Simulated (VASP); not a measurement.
# Fe (Im-3m) in VASP: settings compared, part 2 of 2

VASP 6.6.1.

## Step 3: Single point, LDA, collinear spin, ferromagnetic start (volume scaled by 1.04)

Contents of INCAR:

```
  PREC = Accurate
  ENCUT = 520
  EDIFF = 1E-7
  ISMEAR = -1
  SIGMA = 0.05
  LREAL = F
  LASPH = T
  NELM = 150
  ALGO = Fast
  ISIF = 2
  LWAVE = F
  LCHARG = F
  ISPIN = 2
  MAGMOM = 3
  LORBIT = 11
  LMAXMIX = 4
  GGA = CA
  NBANDS = 14
```

Contents of KPOINTS:

```
Automatic mesh
0
Gamma
  13 13 13
```

Contents of POSCAR:

```
Fe
1.0
   -1.4619890197      1.4619890197      1.4619890197
    1.4619890197     -1.4619890197      1.4619890197
    1.4619890197      1.4619890197     -1.4619890197
Fe
1
Direct
    0.0000000000      0.0000000000      0.0000000000
```

Potentials or basis: VASP PAW LDA potentials, release 64 (Fe).

Run with:

```bash
$ cat potpaw_LDA.64/Fe/POTCAR > POTCAR
$ mpirun -np 1 vasp_std > vasp.out
```

OUTCAR:

```text
PREC = Accurate
   ENCUT = 520
   EDIFF = 1E-7
   ISMEAR = -1
   LREAL = F
   LASPH = T
   NELM = 150
   ISIF = 2
   ISPIN = 2
   LORBIT = 11
   GGA = CA

 ion  position               nearest neighbor table
   1  0.000  0.000  0.000-

  LATTYP: Found a body centered cubic cell.
 ALAT       =     2.9239780394

  Lattice vectors:

 A1 = (  -1.4619890197,   1.4619890197,   1.4619890197)
 A2 = (   1.4619890197,  -1.4619890197,   1.4619890197)
 A3 = (   1.4619890197,   1.4619890197,  -1.4619890197)

Analysis of symmetry for initial positions (statically):
[... 1022 lines left out ...]
  Total       -2.3138935     -2.3138935     -2.3138935     -0.0000000      0.0000000     -0.0000000
  in kB     -296.5934951   -296.5934951   -296.5934951     -0.0000000      0.0000000     -0.0000000
  external PRESSURE =    -296.5934951 kB  Pullay stress =       0.0000000 kB

 VOLUME and BASIS-vectors are now :
 -----------------------------------------------------------------------------
  energy-cutoff  :      520.00
  volume of cell :       12.50
      direct lattice vectors                 reciprocal lattice vectors
    -1.461989020  1.461989020  1.461989020     0.000000000  0.341999833  0.341999833
     1.461989020 -1.461989020  1.461989020     0.341999833  0.000000000  0.341999833
     1.461989020  1.461989020 -1.461989020     0.341999833  0.341999833  0.000000000

 POSITION                                       TOTAL-FORCE (eV/Angst)
 -----------------------------------------------------------------------------------
      0.00000      0.00000      0.00000         0.000000     -0.000000     -0.000000
 -----------------------------------------------------------------------------------
    total drift:                                0.000000     -0.000000      0.000000

  FREE ENERGIE OF THE ION-ELECTRON SYSTEM (eV)
  ---------------------------------------------------
  free  energy   TOTEN  =        -8.9848494665 eV

  energy  without entropy=       -8.9731912005  energy(sigma->0) =       -8.97902033

 total charge

# of ion       s       p       d       tot
------------------------------------------
    1        0.451   0.454   6.197   7.102

 magnetization (x)

# of ion       s       p       d       tot
------------------------------------------
    1       -0.012  -0.036   2.312   2.263
```

OSZICAR:

```text
N       E                     dE             d eps       ncg     rms          rms(c)
DAV:   1     0.204868565307E+02    0.20487E+02   -0.37537E+03  5146   0.697E+02
DAV:   2    -0.917474286053E+01   -0.29662E+02   -0.27193E+02  5052   0.126E+02
DAV:   3    -0.101142937736E+02   -0.93955E+00   -0.93129E+00  5722   0.234E+01
DAV:   4    -0.101180292631E+02   -0.37355E-02   -0.37350E-02  5478   0.131E+00
DAV:   5    -0.101180533174E+02   -0.24054E-04   -0.24054E-04  5772   0.110E-01    0.107E+01
RMM:   6    -0.914662121682E+01    0.97143E+00   -0.18572E+00  5902   0.152E+01    0.772E+00
RMM:   7    -0.900711112127E+01    0.13951E+00   -0.11292E-01  5920   0.404E+00    0.383E+00
RMM:   8    -0.899306597643E+01    0.14045E-01   -0.59888E-03  6112   0.638E-01    0.109E+00
RMM:   9    -0.898564091258E+01    0.74251E-02   -0.11503E-03  5985   0.237E-01    0.387E-01
RMM:  10    -0.898482271793E+01    0.81819E-03   -0.51090E-04  6045   0.286E-01    0.809E-02
RMM:  11    -0.898484179870E+01   -0.19081E-04   -0.73785E-05  6029   0.991E-02    0.497E-02
RMM:  12    -0.898484837191E+01   -0.65732E-05   -0.13941E-05  6141   0.273E-02    0.174E-02
RMM:  13    -0.898484933112E+01   -0.95921E-06   -0.23657E-06  6375   0.116E-02    0.130E-02
RMM:  14    -0.898484955269E+01   -0.22156E-06   -0.44477E-07  5662   0.440E-03    0.410E-03
RMM:  15    -0.898484946654E+01    0.86147E-07   -0.94148E-08  4673   0.302E-03
   1 F= -.89848495E+01 E0= -.89790203E+01  d E =-.116583E-01  mag=     2.2771
```

stdout:

```text
POSCAR found type information on POSCAR Fe
 POSCAR found :  1 types and       1 ions
 scaLAPACK will be used
 LDA part: xc-table for (Slater(with rela. corr.)+CA(PZ))
 , standard interpolation
 POSCAR, INCAR and KPOINTS ok, starting setup
 FFT: planning ... GRIDC
 FFT: planning ... GRID_SOFT
 FFT: planning ... GRID
 WAVECAR not read
 entering main loop
WARNING in EDDRMM: call to ZHEGV failed, returncode =   8  4     14
WARNING in EDDRMM: call to ZHEGV failed, returncode =   6  3     13
WARNING in EDDRMM: call to ZHEGV failed, returncode =   6  3     11
WARNING in EDDRMM: call to ZHEGV failed, returncode =   8  4     11
WARNING in EDDRMM: call to ZHEGV failed, returncode =   8  4     13
 num prob  num prob  num prob  num prob  num prob  num prob  num prob WARNING in EDDRMM: call to ZHEGV failed, returncode =   6  3     13
```

Wall time 38 s (1 thread of Intel Xeon Platinum 8488C (Sapphire Rapids), shared host); peak memory 0.13 GiB.

Results:

```
Free energy                                           : -8.9848 eV
Pressure                                              : -29.7 GPa
Net moment                                            : 2.28 μB per cell
Site moments                                          : Fe +2.26 μB
Valence electrons inside the program's atomic spheres : Fe 7.10
```

Levels at points of the mesh, in eV from the Fermi level:
Spin up:
| k point | band 1 | band 2 | band 3 | band 4 | band 5 | band 6 | band 7 | band 8 | band 9 | band 10 |
| --- | --- | --- | --- | --- | --- | --- | --- | --- | --- | --- |
| (0.00, 0.00, 0.00) | -7.95 | -2.09 | -2.09 | -2.09 | -0.92 | -0.92 | 23.97 | 23.97 | 23.97 | 28.52 |
Spin down:
```tsv
k point	band 1	band 2	band 3	band 4	band 5	band 6
(0.00, 0.00, 0.00)	-7.59	-0.21	-0.21	-0.21	1.42	1.42
```

Caveat: the cell differs from its parent crystal (volume scaled by 1.04).

## Step 4: Single point, PBEsol, collinear spin, ferromagnetic start (volume scaled by 1.06)

Contents of INCAR:

```
PREC = Accurate
ENCUT = 520
EDIFF = 1E-6
ISMEAR = -1
SIGMA = 0.05
LREAL = False
LASPH = True
NELM = 150
ALGO = Fast
ISIF = 2
LWAVE = False
LCHARG = False
ISPIN = 2
MAGMOM = 3
LORBIT = 11
LMAXMIX = 4
GGA = PS
NBANDS = 14
```

KPOINTS is that of step 3.

Contents of POSCAR:

```
Fe
1.0
   -1.4713013028      1.4713013028      1.4713013028
    1.4713013028     -1.4713013028      1.4713013028
    1.4713013028      1.4713013028     -1.4713013028
Fe
1
Direct
    0.0000000000      0.0000000000      0.0000000000
```

Potentials or basis: VASP PAW PBE potentials, release 64 (Fe).

Run with:

```bash
$ cat potpaw_PBE.64/Fe/POTCAR > POTCAR
$ mpirun -np 1 vasp_std > vasp.out
```

It took 32 s on 1 thread of Intel Xeon Platinum 8488C (Sapphire Rapids), shared host; peak memory 0.14 GiB.

The run converged. Its results:

```yaml
Free_energy: -8.7571 eV
Pressure: -20.5 GPa
Net_moment: 2.54 μB per cell
Site_moments: Fe +2.54 μB
Valence_electrons_inside_the_program's_atomic_spheres: Fe 7.06
```

Levels at points of the mesh, in eV from the Fermi level:
Spin up:
```csv
k point,band 1,band 2,band 3,band 4,band 5,band 6,band 7,band 8,band 9,band 10
"(0.00, 0.00, 0.00)",-7.88,-2.20,-2.20,-2.20,-1.10,-1.10,23.80,23.80,23.80,28.22
```
Spin down:
```tsv
k point	band 1	band 2	band 3	band 4	band 5	band 6	band 7	band 8
(0.00, 0.00, 0.00)	-7.61	0.11	0.11	0.11	1.78	1.78	23.66	23.66
```

Caveat: the cell differs from its parent crystal (volume scaled by 1.06); the PAW data sets were made with another functional, which shifts forces and pressure a little.

## Step 5: Relaxation of cell and atoms, LDA, collinear spin, ferromagnetic start

This run uses another cell than the first one, of 12.02 Å³/atom, 0.980 times its volume.

Contents of INCAR:

```
ALGO = Normal
EDIFF = 1E-7
EDIFFG = -0.01
ENCUT = 600
IBRION = 2
ISIF = 3
ISMEAR = -1
ISPIN = 2
LASPH = T
LCHARG = F
LMAXMIX = 4
LORBIT = 11
LREAL = F
LWAVE = F
MAGMOM = 3
NELM = 150
NSW = 80
PREC = Accurate
SIGMA = 0.05
```

Contents of KPOINTS:

```
k-points
0
Gamma
  13 13 13
```

Contents of POSCAR:

```
Fe
1.0
   -1.4430000000      1.4430000000      1.4430000000
    1.4430000000     -1.4430000000      1.4430000000
    1.4430000000      1.4430000000     -1.4430000000
Fe
1
Direct
    0.0000000000      0.0000000000      0.0000000000
```

Potentials or basis: VASP PAW LDA potentials, release 64 (Fe).

Run with:

```bash
$ cat potpaw_LDA.64/Fe/POTCAR > POTCAR
$ mpirun -np 1 vasp_std > vasp.out
```

Run time: 59 s. Hardware: 1 thread of Intel Xeon Platinum 8488C (Sapphire Rapids), shared host; peak memory 0.15 GiB.

The run converged. Its results:

* Free energy: -9.2307 eV
* Relaxed volume: 10.38 Å³/atom
* Relaxed cell: a = 2.380 Å, b = 2.380 Å, c = 2.380 Å, α = 109.47°, β = 109.47°, γ = 109.47°
* Space group after relaxing (to 0.05 Å): Im-3m (No. 229)
* Energy gained by relaxing: 161.1 meV/atom
* Ionic steps: 4
* Pressure after relaxing: 0.0 GPa
* Band gap on the k mesh: zero (filled and empty bands overlap)
* Net moment: 1.98 μB per cell
* Site moments: Fe +1.95 μB
* Valence electrons inside the program's atomic spheres: Fe 7.48

The path:
```
step  energy change (eV)  largest force (eV/Å)  pressure (GPa)  volume (Å³)
   1              0.0000                0.0000          -26.75        12.02
   2              0.0729                0.0000           57.10         8.86
   3             -0.1611                0.0000           -0.76        10.41
   4             -0.1611                0.0000           -0.01        10.38
```

Final structure:
```xyz
1
Lattice="-1.3742 1.3742 1.3742 1.3742 -1.3742 1.3742 1.3742 1.3742 -1.3742" Properties=species:S:1:pos:R:3 pbc="T T T"
Fe    1.3742    1.3742    1.3742
```

Levels at points of the mesh, in eV from the Fermi level:
Spin up:
```csv
k point,band 2,band 3,band 4,band 5,band 6,band 7,band 8,band 9
"(0.00, 0.00, 0.00)",-2.57,-2.57,-2.57,-1.01,-1.01,25.64,25.64,25.64
```
Spin down:
```csv
k point,band 1,band 2,band 3,band 4,band 5,band 6
"(0.00, 0.00, 0.00)",-8.79,-0.96,-0.96,-0.96,1.11,1.11
```

Caveat: the volume moved by -14 % from the deposited cell, more than functionals usually miss.

## Step 6: Summary

```tsv
task	level	potentials or basis	cell	cutoff (eV)	gap on the mesh (eV)	pressure (GPa)	moment (μB)
single point	PBEsol	VASP PAW PBE potentials, release 64 (Fe)	a = 2.516 Å, angles 109.5°, 1 atom	520	none	-19.0	2.36
single point	LDA	VASP PAW LDA potentials, release 64 (Fe)	a = 2.532 Å, angles 109.5°, 1 atom	520	none	-29.7	2.28
single point	PBEsol	VASP PAW PBE potentials, release 64 (Fe)	a = 2.548 Å, angles 109.5°, 1 atom	520	none	-20.5	2.54
relaxation of cell and atoms	LDA	VASP PAW LDA potentials, release 64 (Fe)	relaxed from a = 2.499 Å, angles 109.5°, 1 atom	600	none	0.0	1.98
```

Alike in all rows: spin collinear, ferromagnetic start; k mesh 13 × 13 × 13; smearing fermi-dirac 0.05 eV.

Caveats: the PAW data sets were made with another functional, which shifts forces and pressure a little (some runs); the volume moved by -14 % from the deposited cell, more than functionals usually miss (some runs).

Absolute energies hang on the potentials; compare differences alone.
